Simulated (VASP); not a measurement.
The system is Si3Sn.

```
Si Sn
1.0
     3.98394    0.00000    0.00000
     0.00000    3.98394    0.00000
     0.00000    0.00000    5.67216
Si Sn
3 1
Cartesian
  1.9920 0.0000 4.3971
  1.9920 1.9920 0.0000
  0.0000 1.9920 1.2751
  0.0000 0.0000 2.8361
```

This cell differs from its parent crystal: strain -1.3%.

Base run:

| Quantity | Value |
| --- | --- |
| Program | VASP 6.6.1 |
| Functional | PBE |
| Potentials or basis | VASP PAW PBE potentials, release 64 (Si, Sn_d) |
| Cutoff | 500 eV |
| k mesh | 6 × 6 × 4 |
| Occupations | fermi-dirac, width 0.02 eV |
| Spin | no spin polarisation |

Its results: band gap on the k mesh 0.14 eV, indirect (least direct gap 0.46 eV); pressure 4.7 GPa; largest force 0.088 eV/Å.

Q: The run is repeated on the same cell with these changes: functional from PBE to r2SCAN; cutoff from 500 eV to 520 eV. What comes out?

A: Band gap on the k mesh 0.32 eV, indirect (least direct gap 0.64 eV); pressure 3.3 GPa; largest force 0.005 eV/Å.

r2SCAN gives the wider gap, since meta-GGAs in the generalised Kohn-Sham scheme recover part of the derivative discontinuity.

Caveats: spin-orbit coupling is left out, which moves the levels of the heavy elements; the PAW data sets were made with another functional, which shifts forces and pressure a little (some runs).

A k mesh can miss the band edges.
